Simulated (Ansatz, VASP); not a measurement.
**GaN in VASP and in Ansatz**

```
Ga N
1.0
     3.18000    0.00000    0.00000
    -1.59000    2.75396    0.00000
     0.00000    0.00000    5.16600
Ga N
2 2
Cartesian
  0.0000 1.8360 0.0000
  1.5900 0.9180 2.5830
  -0.0125 1.8287 1.9169
  1.5775 0.9107 4.4999
```

Change from the starting cell: all N atoms moved +0.025 Å, as atom 3 towards its neighbour atom 4 (N) at 3.169 Å.

Alike in both runs: task single point; functional PBE; k mesh 12 × 12 × 6; occupations gaussian, width 0.05 eV; no spin polarisation.

|  | VASP | Ansatz |
| --- | --- | --- |
| version | VASP 6.6.1 | Ansatz 0.2.0 |
| potentials or method | VASP PAW PBE potentials, release 64 (Ga_d, N), cutoff 520 eV | scalar-relativistic, plane waves, PAW |
| valence electrons in the cell | 36 | 36 |

Ansatz gave:

- gap on the k mesh at the Fermi level (eV): 1.94
- least direct gap on the mesh (eV): 1.94
- pressure (GPa): 7.4
- traceless stress, the component that is largest in VASP (GPa): 3.20
- rms of the force components (eV/Å): 0.259

Q: Estimate VASP's values.

A: gap on the k mesh at the Fermi level (eV): 1.95; least direct gap on the mesh (eV): 1.95; pressure (GPa): 7.5; traceless stress, the component that is largest in VASP (GPa): 3.18; rms of the force components (eV/Å): 0.254.

Atom by atom the forces differ by 0.004 eV/Å (rms over components).
